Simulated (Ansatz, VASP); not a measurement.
One calculation of PbSe, two programs

File INCAR:

```
SYSTEM = PbSe
ALGO = Normal
EDIFF = 1E-6
ENCUT = 500
GGA = PE
GGA_COMPAT = .False.
ISIF = 2
ISMEAR = 0
IVDW = 12
LASPH = .True.
LCHARG = .False.
LREAL = .False.
LWAVE = .False.
NBANDS = 17
NELM = 120
PREC = Accurate
SIGMA = 0.1
```

File KPOINTS:

```
k-points
0
Gamma
  6 6 6
  0 0 0
```

POSCAR

```
PbSe
1.0
    3.7843220000      0.0000000000      0.0000000000
    0.0000000000      3.7843220000      0.0000000000
    0.0000000000      0.0000000000      3.7843220000
Pb Se
1 1
Direct
    0.0000000000      0.0000000000      0.0000000000
    0.5000000000      0.5000000000      0.5000000000
```

Input for Ansatz:

```yaml
crystal:
  lattice:
    - [3.784322, 0.0, 0.0]
    - [0.0, 3.784322, 0.0]
    - [0.0, 0.0, 3.784322]
  atoms:
    - { symbol: Pb, position: [0.0, 0.0, 0.0] }
    - { symbol: Se, position: [0.5, 0.5, 0.5] }
basis:
  ecutwfc: 420
kpoints:
  mp_grid: { grid: [6, 6, 6] }
hamiltonian:
  xc: pbe
  dispersion: d3bj
scf:
  occupations: { method: gaussian, width: 0.1 }
output:
  forces: true
  stress: true
  eigenvalues: true
```

Alike in both runs: task single point; functional PBE; dispersion D3(BJ); k mesh 6 × 6 × 6; occupations gaussian, width 0.1 eV; no spin polarisation.

|  | VASP | Ansatz |
| --- | --- | --- |
| version | VASP 6.6.1 | Ansatz 0.2.0 |
| potentials or method | VASP PAW PBE potentials, release 64 (Pb_d, Se), cutoff 500 eV | scalar-relativistic, plane waves, PAW |
| valence electrons in the cell | 20 | 30 |

|  | VASP | Ansatz | Ansatz less VASP |
| --- | --- | --- | --- |
| gap on the k mesh at the Fermi level (eV) | none | none | - |
| pressure (GPa) | -2.3 | -2.3 | +0.02 |

A gap of «none» marks a metal or a gap that the smearing closes. VASP's potentials hold 20 valence electrons a cell and Ansatz's 30, so a difference there can come from the potentials and not from the codes.

Neither program's run includes spin-orbit coupling.
